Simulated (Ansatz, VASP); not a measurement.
**One calculation of Si, two programs**

```
Si
1.0
     3.20088   -1.93410    0.98715
     3.20088    1.93410    0.98715
     0.27160    0.00000    6.69374
Si
4
Direct
  0.06250 0.56250 0.81250
  0.43750 0.93750 0.68750
  0.93750 0.43750 0.18750
  0.56250 0.06250 0.31250
```

Alike in both runs: functional PBE; k mesh 8 × 8 × 4; occupations gaussian, width 0.02 eV; no spin polarisation.

Ansatz relaxed the structure, and its values are those at the end. VASP's run is a single point on that final structure, the one shown.

|  | VASP | Ansatz |
| --- | --- | --- |
| version | VASP 6.6.1 | Ansatz 0.2.0 |
| potentials or method | VASP PAW PBE potentials, release 64 (Si), cutoff 520 eV | scalar-relativistic, plane waves, PAW |
| valence electrons in the cell | 16 | 16 |

```tsv
	VASP	Ansatz	Ansatz less VASP
gap on the k mesh at the Fermi level (eV)	0.65	0.65	-0.003
least direct gap on the mesh (eV)	1.46	1.46	-0.005
pressure (GPa)	-0.1	0.0	+0.08
```

Ansatz's warnings: structure snapped to symmetry.
